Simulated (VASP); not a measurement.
# HfSi7 (P-43m) in VASP: further runs, part 2 of 2

VASP 6.6.1.

## 5. Single point, PBEsol

Contents of INCAR:

```
SYSTEM = HfSi7
PREC = Accurate
ENCUT = 520
EDIFF = 1E-7
ISMEAR = 0
SIGMA = 0.1
LREAL = .FALSE.
LASPH = .TRUE.
NELM = 100
ALGO = Normal
ISIF = 2
LWAVE = .FALSE.
LCHARG = .FALSE.
GGA = PS
NBANDS = 29
```

Contents of KPOINTS:

```
Automatic mesh
0
Gamma
  6 6 6
  0.5 0.5 0.5
```

Contents of POSCAR:

```
HfSi7
1.0
    5.5952415373      0.0000000000      0.0000000000
    0.0000000000      5.5952415373      0.0000000000
    0.0000000000      0.0000000000      5.5952415373
Hf Si
1 7
Direct
    0.0000000000      0.0000000000      0.0000000000
    0.2649317722      0.2649317722      0.2649317722
    0.0000000000      0.5000000000      0.5000000000
    0.5000000000      0.5000000000      0.0000000000
    0.5000000000      0.0000000000      0.5000000000
    0.7350682278      0.2649317722      0.7350682278
    0.7350682278      0.7350682278      0.2649317722
    0.2649317722      0.7350682278      0.7350682278
```

Potentials or basis: VASP PAW PBE potentials, release 64 (Hf_pv, Si).

Started as:

```bash
$ cat potpaw_PBE.64/Hf_pv/POTCAR potpaw_PBE.64/Si/POTCAR > POTCAR
$ mpirun -np 1 vasp_std > vasp.out
```

OUTCAR:

```text
SYSTEM = HfSi7
   PREC = Accurate
   ENCUT = 520
   EDIFF = 1E-7
   ISMEAR = 0
   LREAL = .FALSE.
   LASPH = .TRUE.
   NELM = 100
   ISIF = 2
   GGA = PS

 ion  position               nearest neighbor table
   1  0.000  0.000  0.000-   2 2.57   6 2.57   7 2.57   8 2.57
   2  0.265  0.265  0.265-   3 2.38   4 2.38   5 2.38   1 2.57
   3  0.000  0.500  0.500-   2 2.38   6 2.38   7 2.38   8 2.38
   4  0.500  0.500  0.000-   2 2.38   6 2.38   7 2.38   8 2.38
   5  0.500  0.000  0.500-   2 2.38   6 2.38   7 2.38   8 2.38
   6  0.735  0.265  0.735-   3 2.38   4 2.38   5 2.38   1 2.57
   7  0.735  0.735  0.265-   3 2.38   4 2.38   5 2.38   1 2.57
   8  0.265  0.735  0.735-   3 2.38   4 2.38   5 2.38   1 2.57

  LATTYP: Found a simple cubic cell.
 ALAT       =     5.5952415373

  Lattice vectors:

 A1 = (   5.5952415373,   0.0000000000,   0.0000000000)
 A2 = (   0.0000000000,   5.5952415373,   0.0000000000)
 A3 = (   0.0000000000,   0.0000000000,   5.5952415373)

Analysis of symmetry for initial positions (statically):
[... 176 lines left out ...]
 Fermi energy:         4.8082505847

 k-point     1 :       0.0833    0.0833    0.0833
  band No.  band energies     occupation
      1     -25.6787      2.00000
      2     -25.6787      2.00000
      3     -25.6787      2.00000
      4      -6.3481      2.00000
      5      -3.3477      2.00000
      6      -3.3477      2.00000
[... 309 lines left out ...]
     28       8.3194      0.00000
     29       8.9297      0.00000

------------------------ aborting loop because EDIFF is reached ----------------------------------------

  FORCE on cell =-STRESS in cart. coord.  units (eV):
  Direction    XX          YY          ZZ          XY          YZ          ZX
  --------------------------------------------------------------------------------------
  -------------------------------------------------------------------------------------
  Total        0.1742608      0.1742608      0.1742608     -0.0000000      0.0000000      0.0000000
  in kB        1.5938729      1.5938729      1.5938729     -0.0000000      0.0000000      0.0000000
  external PRESSURE =       1.5938729 kB  Pullay stress =       0.0000000 kB

 VOLUME and BASIS-vectors are now :
 -----------------------------------------------------------------------------
  energy-cutoff  :      520.00
  volume of cell :      175.17
      direct lattice vectors                 reciprocal lattice vectors
     5.595241537  0.000000000  0.000000000     0.178723294  0.000000000  0.000000000
     0.000000000  5.595241537  0.000000000     0.000000000  0.178723294  0.000000000
     0.000000000  0.000000000  5.595241537     0.000000000  0.000000000  0.178723294

 POSITION                                       TOTAL-FORCE (eV/Angst)
 -----------------------------------------------------------------------------------
      0.00000      0.00000      0.00000        -0.000000     -0.000000      0.000000
      1.48236      1.48236      1.48236         0.002032      0.002032      0.002032
      0.00000      2.79762      2.79762        -0.000000     -0.000000      0.000000
      2.79762      2.79762      0.00000        -0.000000      0.000000      0.000000
      2.79762      0.00000      2.79762        -0.000000      0.000000     -0.000000
      4.11288      1.48236      4.11288        -0.002032      0.002032     -0.002032
      4.11288      4.11288      1.48236        -0.002032     -0.002032      0.002032
      1.48236      4.11288      4.11288         0.002032     -0.002032     -0.002032
 -----------------------------------------------------------------------------------
    total drift:                                0.000000      0.000000     -0.000000

  FREE ENERGIE OF THE ION-ELECTRON SYSTEM (eV)
  ---------------------------------------------------
  free  energy   TOTEN  =       -48.1453036225 eV

  energy  without entropy=      -48.1406146366  energy(sigma->0) =      -48.14295913
```

stdout:

```text
POSCAR found type information on POSCAR HfSi
 POSCAR found :  2 types and       8 ions
 scaLAPACK will be used
 -----------------------------------------------------------------------------
|                                                                             |
|                                                                             |
|     You enforced a specific xc type in the INCAR file but a different       |
|     I HOPE YOU KNOW WHAT YOU ARE DOING!                                     |
|                                                                             |
 -----------------------------------------------------------------------------

 LDA part: xc-table for (Slater+PW92), standard interpolation
 POSCAR, INCAR and KPOINTS ok, starting setup
 FFT: planning ... GRIDC
 FFT: planning ... GRID_SOFT
 FFT: planning ... GRID
 WAVECAR not read
 entering main loop
```

It took 27 s on 1 thread of AMD EPYC 9R45 (Zen 5), shared host; peak memory 0.23 GiB.

What came out:

```
Free energy            : -48.1453 eV
Pressure               : 0.2 GPa
Largest force          : 0.004 eV/Å
Band gap on the k mesh : 0.21 eV (least direct gap 0.74 eV)
```

Forces on the atoms (eV/Å):
```
Hf   0.000  0.000  0.000
Si   0.002  0.002  0.002
Si   0.000  0.000  0.000
Si   0.000  0.000  0.000
Si   0.000  0.000  0.000
Si  -0.002  0.002 -0.002
Si  -0.002 -0.002  0.002
Si   0.002 -0.002 -0.002
```

Caveat: the PAW data sets were made with another functional, which shifts forces and pressure a little; spin-orbit coupling is left out, which moves the levels of the heavy elements; a shifted mesh leaves out Γ, where band edges can lie. A k mesh can miss the band edges.

## 6. Summary

| cell | k mesh | gap on the mesh (eV) | pressure (GPa) | largest force (eV/Å) |
| --- | --- | --- | --- | --- |
| a = 5.593 Å, 8 atoms, atomic positions A | 4 × 4 × 4 | none | 0.2 | 0.01 |
| a = 5.733 Å, 8 atoms, atomic positions B | 4 × 4 × 4 | none | -3.4 | 1.71 |
| a = 5.595 Å, 8 atoms, atomic positions A | 6 × 6 × 6 | none | 0.1 | - |
| a = 5.595 Å, 8 atoms, atomic positions A | 6 × 6 × 6, shifted | 0.21 | 0.2 | - |

Alike in all rows: task single point; level PBEsol; potentials or basis VASP PAW PBE potentials, release 64 (Hf_pv, Si); no spin polarisation; cutoff (eV) 520; smearing gaussian 0.1 eV.

Caveats: the PAW data sets were made with another functional, which shifts forces and pressure a little; spin-orbit coupling is left out, which moves the levels of the heavy elements; the cell stands under tension (at least some runs); a shifted mesh leaves out Γ, where band edges can lie (at least some runs).

Absolute energies hang on the potentials; compare differences alone.
